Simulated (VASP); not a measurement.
# ZnO (P6_3mc) in VASP: further runs, part 2 of 2

VASP 6.6.1. The steps go on from the part before.

## 3. Single point, PBE (biaxial strain in the a-b plane: +2.0 %)

Input file INCAR:

```
  PREC = Accurate
  ENCUT = 520
  EDIFF = 1E-6
  ISMEAR = 0
  SIGMA = 0.02
  LREAL = False
  LASPH = True
  NELM = 60
  ALGO = Normal
  ISIF = 2
  LWAVE = False
  LCHARG = True
  GGA = PE
  LELF = True
  LVHAR = True
  NBANDS = 26
```

Input file KPOINTS:

```
regular mesh
0
Gamma
  12 12 6
```

Input file POSCAR:

```
ZnO
1.0
    3.3449785700      0.0000000000      0.0000000000
   -1.6724892850      2.8968364167      0.0000000000
    0.0000000000      0.0000000000      5.2297144030
Zn O
2 2
Direct
    0.6666666667      0.3333333333      0.5006044111
    0.3333333333      0.6666666667      0.0006044111
    0.6666666667      0.3333333333      0.8797055889
    0.3333333333      0.6666666667      0.3797055889
```

Potentials or basis: VASP PAW PBE potentials, release 64 (Zn, O).

Launch:

```
$ cat potpaw_PBE.64/Zn/POTCAR potpaw_PBE.64/O/POTCAR > POTCAR
$ mpirun -np 1 vasp_std > vasp.out
```

It took 87 s on 1 thread of Intel Xeon 6975P-C, shared host; peak memory 0.22 GiB.

The run converged. Its results:

```
Free energy            : -17.8342 eV
Pressure               : -2.4 GPa
Largest force          : 0.238 eV/Å
Band gap on the k mesh : 0.72 eV, direct
```

Forces on the atoms (eV/Å):
```
Zn   0.000  0.000 -0.238
Zn   0.000  0.000 -0.238
O    0.000  0.000  0.238
O    0.000  0.000  0.238
```

Stress tensor (GPa, compression positive):
```
-4.43  0.00  0.00
 0.00 -4.43  0.00
 0.00  0.00  1.77
```

Levels at points of the mesh, in eV from the valence-band top:
```
           k point  band 14  band 15  band 16  band 17  band 18  band 19  band 20  band 21  band 22  band 23
(0.00, 0.00, 0.00)    -0.80    -0.80    -0.01     0.00     0.00     0.72     4.93     8.29    12.35    12.35
(0.50, 0.00, 0.00)    -3.26    -2.62    -2.13    -1.14    -0.71     5.49     6.76     7.71     7.94    10.56
(0.00, 0.00, 0.50)    -2.11    -0.39    -0.39    -0.39    -0.39     3.36     3.36    10.07    10.07    12.62
(0.50, 0.00, 0.50)    -3.58    -1.38    -1.38    -1.16    -1.16     5.65     5.65     8.05     8.05    11.16
```

Caveat: the cell differs from its parent crystal (biaxial strain in the a-b plane: +2.0 %).

## 4. Single point, PBE (uniaxial strain along c: -6.0 %)

Input file INCAR:

```
PREC = Accurate ; ENCUT = 520
EDIFF = 1E-6 ; ISMEAR = 0
SIGMA = 0.02 ; LREAL = F
LASPH = T ; NELM = 80
ALGO = Normal ; ISIF = 2
LWAVE = F ; LCHARG = F
GGA = PE ; NBANDS = 26
```

Input file KPOINTS:

```
Automatic mesh
0
Gamma
  12 12 6
```

Input file POSCAR:

```
ZnO
1.0
    3.3285816208      0.0000000000      0.0000000000
   -1.6642908104      2.8826362421      0.0000000000
    0.0000000000      0.0000000000      4.9756391749
Zn O
2 2
Direct
    0.6666666982      0.3333333018      0.4933255527
    0.3333333018      0.6666666982     -0.0066744473
    0.6666666397      0.3333333603      0.8869844473
    0.3333333603      0.6666666397      0.3869844473
```

Launch:

```
$ cat potpaw_PBE.64/Zn/POTCAR potpaw_PBE.64/O/POTCAR > POTCAR
$ mpirun -np 1 vasp_std > vasp.out
```

Run time: 43 s. Hardware: 1 thread of Intel Xeon 6975P-C (Granite Rapids), shared host; peak memory 0.21 GiB.

It converged, with:

- Free energy: -17.7687 eV
- Pressure: 5.3 GPa
- Largest force: 0.263 eV/Å
- Band gap on the k mesh: 0.84 eV, direct

Forces on the atoms (eV/Å):
```
Zn   0.000  0.000 -0.263
Zn   0.000  0.000 -0.263
O    0.000  0.000  0.263
O    0.000  0.000  0.263
```

Stress tensor (GPa, compression positive):
```
 1.89  0.00  0.00
 0.00  1.89  0.00
 0.00  0.00 11.99
```

Levels at points of the mesh, in eV from the valence-band top:
```
           k point  band 15  band 16  band 17  band 18  band 19  band 20  band 21  band 22
(0.00, 0.00, 0.00)    -0.86    -0.05     0.00     0.00     0.84     4.98     8.88    12.27
(0.50, 0.00, 0.00)    -2.70    -2.40    -1.14    -0.87     5.71     6.78     8.11     8.21
(0.00, 0.00, 0.50)    -0.42    -0.42    -0.42    -0.42     3.60     3.60    10.59    10.59
(0.50, 0.00, 0.50)    -1.57    -1.57    -1.03    -1.03     5.85     5.85     8.38     8.38
```

Caveat: the cell differs from its parent crystal (uniaxial strain along c: -6.0 %).

## 5. Single point, PBE (uniaxial strain along c: -4.0 %)

Input file INCAR:

```
PREC = Accurate
ENCUT = 520
EDIFF = 1E-7
ISMEAR = 0
SIGMA = 0.02
LREAL = False
LASPH = True
NELM = 100
ALGO = Normal
ISIF = 2
LWAVE = False
LCHARG = False
GGA = PE
NBANDS = 26
```

Input file KPOINTS:

```
regular mesh
0
Gamma
  12 12 6
```

Input file POSCAR:

```
ZnO
1.0
    3.3121846670      0.0000000000      0.0000000000
   -1.6560923335      2.8684360636      0.0000000000
    0.0000000000      0.0000000000      5.0815038382
Zn O
2 2
Direct
    0.6666666683      0.3333333317      0.4971925599
    0.3333333317      0.6666666683     -0.0028074401
    0.6666666656      0.3333333344      0.8831174401
    0.3333333344      0.6666666656      0.3831174401
```

Potentials or basis: VASP PAW PBE potentials, release 64 (Zn, O).

Launch:

```
$ cat potpaw_PBE.64/Zn/POTCAR potpaw_PBE.64/O/POTCAR > POTCAR
$ mpirun -np 1 vasp_std > vasp.out
```

OUTCAR:

```text
PREC = Accurate
   ENCUT = 520
   EDIFF = 1E-7
   ISMEAR = 0
   LREAL = False
   LASPH = True
   NELM = 100
   ISIF = 2
   GGA = PE

 ion  position               nearest neighbor table
   1  0.667  0.333  0.497-   3 1.96   4 2.00   4 2.00   4 2.00
   2  0.333  0.667  0.997-   4 1.96   3 2.00   3 2.00   3 2.00
   3  0.667  0.333  0.883-   1 1.96   2 2.00   2 2.00   2 2.00
   4  0.333  0.667  0.383-   2 1.96   1 2.00   1 2.00   1 2.00

  LATTYP: Found a hexagonal cell.
 ALAT       =     3.3121846670
 C/A-ratio  =     1.5341849411

  Lattice vectors:

 A1 = (   3.3121846670,   0.0000000000,   0.0000000000)
 A2 = (  -1.6560923335,   2.8684360636,   0.0000000000)
 A3 = (   0.0000000000,   0.0000000000,   5.0815038382)

Analysis of symmetry for initial positions (statically):
=====================================================================
 Subroutine PRICEL returns:
 Original cell was already a primitive cell.

 Routine SETGRP: Setting up the symmetry group for a
[... 166 lines left out ...]

 Free energy of the ion-electron system (eV)
  ---------------------------------------------------
  ext. energy  EPLUGINS =         0.00000000
  ---------------------------------------------------
  free energy    TOTEN  =       -17.81205354 eV

  energy without entropy =      -17.81205354  energy(sigma->0) =      -17.81205354

 E-fermi :   1.2069     XC(G=0): -10.8341

 val. band max:        1.0384728008   @ k =   0.0000   0.0000   0.0000
 cond. band min:       1.8494590856   @ k =   0.0000   0.0000   0.0000
 fundamental gap:      0.8109862847
 Fermi energy:         1.2069178512

 k-point     1 :       0.0000    0.0000    0.0000
  band No.  band energies     occupation
      1     -16.8979      2.00000
      2     -16.1251      2.00000
      3      -4.5472      2.00000
      4      -4.5472      2.00000
      5      -4.4308      2.00000
      6      -4.3634      2.00000
[... 685 lines left out ...]
     25      14.2891      0.00000
     26      14.7827      0.00000

 [... further k-points ...]
[... 5 lines left out ...]
  --------------------------------------------------------------------------------------
  -------------------------------------------------------------------------------------
  Total        0.3328410      0.3328410      2.7717200      0.0000000      0.0000000     -0.0000000
  in kB       11.0457559     11.0457559     91.9830839      0.0000000      0.0000000     -0.0000000
  external PRESSURE =      38.0248652 kB  Pullay stress =       0.0000000 kB

 VOLUME and BASIS-vectors are now :
 -----------------------------------------------------------------------------
  energy-cutoff  :      520.00
  volume of cell :       48.28
      direct lattice vectors                 reciprocal lattice vectors
     3.312184667  0.000000000  0.000000000     0.301915533  0.174311014  0.000000000
    -1.656092333  2.868436064  0.000000000     0.000000000  0.348622029  0.000000000
     0.000000000  0.000000000  5.081503838     0.000000000  0.000000000  0.196792137

 POSITION                                       TOTAL-FORCE (eV/Angst)
 -----------------------------------------------------------------------------------
      1.65609      0.95615      2.52649         0.000000     -0.000000     -0.248260
     -0.00000      1.91229      5.06724        -0.000000      0.000000     -0.248260
      1.65609      0.95615      4.48756         0.000000      0.000000      0.248260
      0.00000      1.91229      1.94681        -0.000000     -0.000000      0.248260
 -----------------------------------------------------------------------------------
    total drift:                               -0.000008      0.000005      0.000846

  FREE ENERGIE OF THE ION-ELECTRON SYSTEM (eV)
  ---------------------------------------------------
  free  energy   TOTEN  =       -17.8120535391 eV

  energy  without entropy=      -17.8120535391  energy(sigma->0) =      -17.81205354
```

stdout:

```text
POSCAR found type information on POSCAR ZnO
 POSCAR found :  2 types and       4 ions
 scaLAPACK will be used
 LDA part: xc-table for (Slater+PW92), standard interpolation
 POSCAR, INCAR and KPOINTS ok, starting setup
 FFT: planning ... GRIDC
 FFT: planning ... GRID_SOFT
 FFT: planning ... GRID
 WAVECAR not read
 entering main loop
```

Run time: 53 s. Hardware: 1 thread of Intel Xeon 6975P-C (Granite Rapids), shared host; peak memory 0.21 GiB.

What came out:

```yaml
Free_energy: -17.8121 eV
Pressure: 3.8 GPa
Largest_force: 0.248 eV/Å
Band_gap_on_the_k_mesh: 0.81 eV, direct
```

Forces on the atoms (eV/Å):
```
Zn   0.000  0.000 -0.248
Zn   0.000  0.000 -0.248
O    0.000  0.000  0.248
O    0.000  0.000  0.248
```

Caveat: the cell differs from its parent crystal (uniaxial strain along c: -4.0 %).

## 6. The runs side by side

| cell | gap on the mesh (eV) | pressure (GPa) | largest force (eV/Å) |
| --- | --- | --- | --- |
| a = 3.345, b = 3.345, c = 5.194 Å, angles 90.0, 90.0, 120.0°, 4 atoms | 0.74 | -1.8 | 0.01 |
| a = 3.345, b = 3.345, c = 5.230 Å, angles 90.0, 90.0, 120.0°, 4 atoms | 0.72 | -2.4 | 0.24 |
| a = 3.329, b = 3.329, c = 4.976 Å, angles 90.0, 90.0, 120.0°, 4 atoms | 0.84 | 5.3 | 0.26 |
| a = 3.312, b = 3.312, c = 5.082 Å, angles 90.0, 90.0, 120.0°, 4 atoms | 0.81 | 3.8 | 0.25 |

Alike in all rows: task single point; level PBE; potentials or basis VASP PAW PBE potentials, release 64 (Zn, O); no spin polarisation; k mesh 12 × 12 × 6; cutoff (eV) 520; smearing gaussian 0.02 eV.

Total energies depend on the potentials used, so only differences within one code and one set of settings carry meaning.
